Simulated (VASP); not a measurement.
# SrTiO3 in VASP: single point with PBE+U

Aim: the single point of SrTiO3 with PBE+U.

Program: VASP 6.6.1. These are calculated values, not measurements. Logs are shortened: lines on timing, memory, paths and dates and some standing lists are left out, and cuts for length are marked.

## (1) The cell of the first run

The typed cell holds 5 atoms: a = 3.947 Å, b = 3.947 Å, c = 3.947 Å, α = 90.00°, β = 90.00°, γ = 90.00°.

## (2) Single point, PBE+U (all atoms moved at random, sigma 0.25 Å a component, then relaxed in part)

INCAR reads:

```
PREC = Accurate ; ENCUT = 520
EDIFF = 1E-6 ; ISMEAR = 0
SIGMA = 0.05 ; LREAL = False
LASPH = True ; NELM = 150
ALGO = Normal ; ISIF = 2
LWAVE = False ; LCHARG = False
LMAXMIX = 4 ; LDAU = True
LDAUTYPE = 2 ; LDAUL = -1 2 -1
LDAUU = 0 4 0 ; LDAUJ = 0 0 0
LDAUPRINT = 1 ; GGA = PE
NBANDS = 28
```

KPOINTS reads:

```
regular mesh
0
Gamma
  6 6 6
```

POSCAR reads:

```
SrTiO3
1.0
    3.9471047620      0.0000000000      0.0000000000
    0.0000000000      3.9471047620      0.0000000000
    0.0000000000      0.0000000000      3.9471047620
Sr Ti O
1 1 3
Direct
    0.0005518152      0.0002714418     -0.0005453079
    0.5005463972      0.5002721768      0.4994771844
   -0.0003376210      0.4998182317      0.5003800023
    0.4996628458     -0.0001698865      0.5003608807
    0.4995765629      0.4998080361      0.0003272404
```

Potentials or basis: VASP PAW PBE potentials, release 64 (Sr_sv, Ti_sv, O).

Command:

```
$ cat potpaw_PBE.64/Sr_sv/POTCAR potpaw_PBE.64/Ti_sv/POTCAR potpaw_PBE.64/O/POTCAR > POTCAR
$ mpirun -np 1 vasp_std > vasp.out
```

OUTCAR:

```text
PREC = Accurate
   ENCUT = 520
   EDIFF = 1E-6
   ISMEAR = 0
   LREAL = False
   LASPH = True
   NELM = 150
   ISIF = 2
   GGA = PE

 ion  position               nearest neighbor table
   1  0.001  0.000  0.999-   4 2.79   5 2.79   3 2.79   5 2.79   3 2.79   4 2.79   4 2.79   3 2.79
                             5 2.79   3 2.79   5 2.80   4 2.80   2 3.42   2 3.42   2 3.42   2 3.42
   2  0.501  0.500  0.499-   3 1.97   5 1.97   4 1.97   4 1.98   5 1.98   3 1.98   1 3.42   1 3.42
                             1 3.42   1 3.42   1 3.42   1 3.42   1 3.42   1 3.42
   3  1.000  0.500  0.500-   2 1.97   2 1.98   1 2.79   1 2.79   1 2.79   1 2.79
   4  0.500  1.000  0.500-   2 1.97   2 1.98   1 2.79   1 2.79   1 2.79   1 2.80
   5  0.500  0.500  0.000-   2 1.97   2 1.98   1 2.79   1 2.79   1 2.79   1 2.80

  LATTYP: Found a simple cubic cell.
 ALAT       =     3.9471047620

  Lattice vectors:

 A1 = (   3.9471047620,   0.0000000000,   0.0000000000)
 A2 = (   0.0000000000,   3.9471047620,   0.0000000000)
 A3 = (   0.0000000000,   0.0000000000,   3.9471047620)

Analysis of symmetry for initial positions (statically):
=====================================================================
 Subroutine PRICEL returns:
 Original cell was already a primitive cell.

 Routine SETGRP: Setting up the symmetry group for a
 simple cubic supercell.

 Subroutine GETGRP returns: Found  1 space group operations
 (whereof  1 operations were pure point group operations)
 out of a pool of 48 trial point group operations.

The static configuration has the point symmetry C_1 .

Analysis of symmetry for dynamics (positions and initial velocities):
=====================================================================
 Subroutine PRICEL returns:
 Original cell was already a primitive cell.

 Routine SETGRP: Setting up the symmetry group for a
 simple cubic supercell.

 Subroutine GETGRP returns: Found  1 space group operations
 (whereof  1 operations were pure point group operations)
 out of a pool of 48 trial point group operations.

The dynamic configuration has the point symmetry C_1 .

 Subroutine INISYM returns: Found  1 space group operations
 (whereof  1 operations are pure point group operations),
 and found     1 'primitive' translations

----------------------------------------------------------------------------------------

                                     Primitive cell

  volume of cell :      61.4945

  direct lattice vectors                    reciprocal lattice vectors
     3.947104762  0.000000000  0.000000000     0.253350256  0.000000000  0.000000000
     0.000000000  3.947104762  0.000000000     0.000000000  0.253350256  0.000000000
     0.000000000  0.000000000  3.947104762     0.000000000  0.000000000  0.253350256

  length of vectors
     3.947104762  3.947104762  3.947104762     0.253350256  0.253350256  0.253350256

  position of ions in fractional coordinates (direct lattice)
     0.000551815  0.000271442  0.999454692
     0.500546397  0.500272177  0.499477184
     0.999662379  0.499818232  0.500380002
     0.499662846  0.999830114  0.500360881
     0.499576563  0.499808036  0.000327240

  ion indices of the primitive-cell ions
   primitive index   ion index
                 1           1
                 2           2
                 3           3
                 4           4
                 5           5

----------------------------------------------------------------------------------------

 KPOINTS: regular mesh

Automatic generation of k-mesh.
 Grid dimensions read from file:
 generate k-points for:    6    6    6

 Generating k-lattice:

[... 48 lines left out ...]
   ions per type =               1   1   3
   NGX,Y,Z   is equivalent  to a cutoff of  12.64, 12.64, 12.64 a.u.
   NGXF,Y,Z  is equivalent  to a cutoff of  25.27, 25.27, 25.27 a.u.
 SYSTEM =  unknown system
   PREC   = accura    normal or accurate (medium, high low for compatibility)
   ISTART =      0    job   : 0-new  1-cont  2-samecut
   ICHARG =      2    charge: 1-file 2-atom 10-const
   ISPIN  =      1    spin polarized calculation?
   LNONCOLLINEAR =      F non collinear calculations
   LSORBIT =      F    spin-orbit coupling
   LASPH  =      T    aspherical Exc in radial PAW
   ENCUT  =  520.0 eV  38.22 Ry    6.18 a.u.   7.34  7.34  7.34*2*pi/ulx,y,z
   NELM   =    150;   NELMIN=  2; NELMDL= -5     # of ELM steps
   EDIFF  = 0.1E-05   stopping-criterion for ELM
   LREAL  =      F    real-space projection
   EDIFFG = 0.1E-04   stopping-criterion for IOM
   NSW    =      0    number of steps for IOM
   IBRION =     -1    ionic relax: 0-MD 1-quasi-New 2-CG
   NFREE  =      0    steps in history (QN), initial steepest desc. (CG)
   ISIF   =      2    stress and relaxation
   ISYM   =      2    0-nonsym 1-usesym 2-fastsym
   POTIM  = 0.5000    time-step for ionic-motion
   TEBEG  =    0.0;   TEEND  =   0.0 temperature during run
   PSTRESS=    0.0 pullay stress
   NELECT =      40.0000    total number of electrons
   NUPDOWN=      -1.0000    fix difference up-down
   EMIN   =  10.00;   EMAX   =-10.00  energy-range for DOS
   EFERMI =   0.00;   METHOD = LEGACY
   ISMEAR =     0;   SIGMA  =   0.05  broadening in eV -4-tet -1-fermi 0-gaus
   EFERMI_NEDOS =   21; number of points for ismear=-14 and -15
   IALGO  =     38    algorithm
   IMIX   =      4    mixing-type and parameters
     AMIX     =   0.40;   BMIX     =  1.00
     AMIX_MAG =   1.60;   BMIX_MAG =  1.00
  volume/ion in A,a.u.               =      12.30        83.00
  Fermi-wavevector in a.u.,A,eV,Ry     =   1.418457  2.680495 27.375198  2.012020
  Thomas-Fermi vector in A             =   2.539580
   LORBIT       =      0    0 simple, 1 ext, 2 COOP (PROOUT), +10 PAW based schemes
 LDA+U is selected, type is set to LDAUTYPE =  2
   angular momentum for each species LDAUL =    -1    2   -1
   U (eV)           for each species LDAUU =   0.0  4.0  0.0
   J (eV)           for each species LDAUJ =   0.0  0.0  0.0
   GGA     = PE    functional components
   LHFCALC =     F    Hartree Fock is set to
   AEXX    =    0.0000 exact exchange contribution
   IVDW    =     0    specifies the selected vdW correction
   LEPSILON=     F    determine dielectric tensor
   LRPA    =     F    only Hartree local field effects (RPA)
 non-spin polarized calculation
 Gauss-broadening in eV      SIGMA  =   0.05
  energy-cutoff  :      520.00
  volume of cell :       61.49
 maximum number of plane-waves:      1675
 NGX is ok and might be reduce to    30
   NGX = 15   NGY = 15   NGZ = 15

atom =   2  type =  2  l = 2

 onsite density matrix

spin component  1

  0.1022  0.0000  0.0000  0.0000 -0.0000
  0.0000  0.1022  0.0000 -0.0000 -0.0000
  0.0000  0.0000  0.2476  0.0000 -0.0000
  0.0000 -0.0000  0.0000  0.1022  0.0000
 -0.0000 -0.0000 -0.0000  0.0000  0.2476

spin component  2

  0.1022  0.0000  0.0000  0.0000 -0.0000
  0.0000  0.1022  0.0000 -0.0000 -0.0000
  0.0000  0.0000  0.2476  0.0000 -0.0000
  0.0000 -0.0000  0.0000  0.1022  0.0000
 -0.0000 -0.0000 -0.0000  0.0000  0.2476

 occupancies and eigenvectors

  o =  0.1022  v =  0.6678 -0.7406 -0.0000 -0.0746 -0.0000  0.0000  0.0000  0.0000  0.0000  0.0000      0.0000  0.0000  0.0000  0.0000  0.0000  0.0000  0.0000  0.0000  0.0000  0.0000
  o =  0.1022  v =  0.0000  0.0000  0.0000  0.0000  0.0000  0.6678 -0.7406 -0.0000 -0.0746 -0.0000      0.0000  0.0000  0.0000  0.0000  0.0000  0.0000  0.0000  0.0000  0.0000  0.0000
  o =  0.1022  v =  0.0000  0.0000  0.0000  0.0000  0.0000 -0.7416 -0.6706  0.0000  0.0189 -0.0000      0.0000  0.0000  0.0000  0.0000  0.0000  0.0000  0.0000  0.0000  0.0000  0.0000
  o =  0.1022  v = -0.7416 -0.6706  0.0000  0.0189 -0.0000  0.0000  0.0000  0.0000  0.0000  0.0000      0.0000  0.0000  0.0000  0.0000  0.0000  0.0000  0.0000  0.0000  0.0000  0.0000
  o =  0.1022  v = -0.0640  0.0427  0.0000 -0.9970  0.0000  0.0000  0.0000  0.0000  0.0000  0.0000      0.0000  0.0000  0.0000  0.0000  0.0000  0.0000  0.0000  0.0000  0.0000  0.0000
  o =  0.1022  v =  0.0000  0.0000  0.0000  0.0000  0.0000 -0.0640  0.0427  0.0000 -0.9970  0.0000      0.0000  0.0000  0.0000  0.0000  0.0000  0.0000  0.0000  0.0000  0.0000  0.0000
  o =  0.2476  v = -0.0000  0.0000 -0.5374 -0.0000 -0.8433  0.0000  0.0000  0.0000  0.0000  0.0000      0.0000  0.0000  0.0000  0.0000  0.0000  0.0000  0.0000  0.0000  0.0000  0.0000
  o =  0.2476  v =  0.0000  0.0000  0.0000  0.0000  0.0000 -0.0000  0.0000 -0.5374 -0.0000 -0.8433      0.0000  0.0000  0.0000  0.0000  0.0000  0.0000  0.0000  0.0000  0.0000  0.0000
  o =  0.2476  v =  0.0000  0.0000  0.0000  0.0000  0.0000  0.0000  0.0000  0.8433 -0.0000 -0.5374      0.0000  0.0000  0.0000  0.0000  0.0000  0.0000  0.0000  0.0000  0.0000  0.0000
  o =  0.2476  v =  0.0000  0.0000  0.8433 -0.0000 -0.5374  0.0000  0.0000  0.0000  0.0000  0.0000      0.0000  0.0000  0.0000  0.0000  0.0000  0.0000  0.0000  0.0000  0.0000  0.0000

 number of electron      39.9999986 magnetization

 Free energy of the ion-electron system (eV)
  ---------------------------------------------------
  ext. energy  EPLUGINS =         0.00000000
  ---------------------------------------------------
  free energy    TOTEN  =       -37.40414935 eV

  energy without entropy =      -37.40414935  energy(sigma->0) =      -37.40414935

 E-fermi :   4.2699     XC(G=0): -11.1101

 val. band max:        4.0409526049   @ k =   0.5000   0.5000   0.5000
 cond. band min:       6.3487492408   @ k =   0.0000   0.0000   0.0000
 fundamental gap:      2.3077966359
 Fermi energy:         4.2699461954

 k-point     1 :       0.0000    0.0000    0.0000
  band No.  band energies     occupation
      1     -53.6088      2.00000
      2     -29.7859      2.00000
      3     -29.7859      2.00000
      4     -29.7859      2.00000
      5     -28.8469      2.00000
      6     -13.3350      2.00000
[... 733 lines left out ...]
     27      11.1944      0.00000
     28      12.0850      0.00000

 [... further k-points ...]
[... 5 lines left out ...]
  --------------------------------------------------------------------------------------
  -------------------------------------------------------------------------------------
  Total        1.0403759      1.0396469      1.0402448      0.0000835     -0.0000673     -0.0001586
  in kB       27.1059675     27.0869727     27.1025505      0.0021765     -0.0017536     -0.0041318
  external PRESSURE =      27.0984969 kB  Pullay stress =       0.0000000 kB

 VOLUME and BASIS-vectors are now :
 -----------------------------------------------------------------------------
  energy-cutoff  :      520.00
  volume of cell :       61.49
      direct lattice vectors                 reciprocal lattice vectors
     3.947104762  0.000000000  0.000000000     0.253350256  0.000000000  0.000000000
     0.000000000  3.947104762  0.000000000     0.000000000  0.253350256  0.000000000
     0.000000000  0.000000000  3.947104762     0.000000000  0.000000000  0.253350256

 POSITION                                       TOTAL-FORCE (eV/Angst)
 -----------------------------------------------------------------------------------
      0.00218      0.00107      3.94495        -0.001201     -0.000567      0.001381
      1.97571      1.97463      1.97149        -0.013747     -0.006900      0.013013
      3.94577      1.97283      1.97505         0.013454      0.000229     -0.000855
      1.97222      3.94643      1.97498         0.000205      0.006880     -0.000615
      1.97188      1.97279      0.00129         0.001290      0.000357     -0.012924
 -----------------------------------------------------------------------------------
    total drift:                               -0.000038     -0.000017      0.000038

  FREE ENERGIE OF THE ION-ELECTRON SYSTEM (eV)
  ---------------------------------------------------
  free  energy   TOTEN  =       -37.4041493462 eV

  energy  without entropy=      -37.4041493462  energy(sigma->0) =      -37.40414935
```

Run time: 92 s. Hardware: 1 thread of Intel Xeon 6975P-C (Granite Rapids), shared host; peak memory 0.31 GiB.

What came out:

```
Free energy            : -37.4041 eV
Pressure               : 2.7 GPa
Largest force          : 0.020 eV/Å
Band gap on the k mesh : 2.31 eV, indirect (least direct gap 2.74 eV)
```

Forces in eV/Å, atoms in the order of the input:
```
Sr  -0.001 -0.001  0.001
Ti  -0.014 -0.007  0.013
O    0.013  0.000 -0.001
O    0.000  0.007 -0.001
O    0.001  0.000 -0.013
```

Eigenvalues of the final occupation matrices:
```tsv
site	spin	trace	eigenvalues
site 2 d	1	0.80	0.10 0.10 0.10 0.25 0.25
site 2 d	2	0.80	0.10 0.10 0.10 0.25 0.25
```

Caveat: the cell differs from its parent crystal (all atoms moved at random, sigma 0.25 Å a component, then relaxed in part).
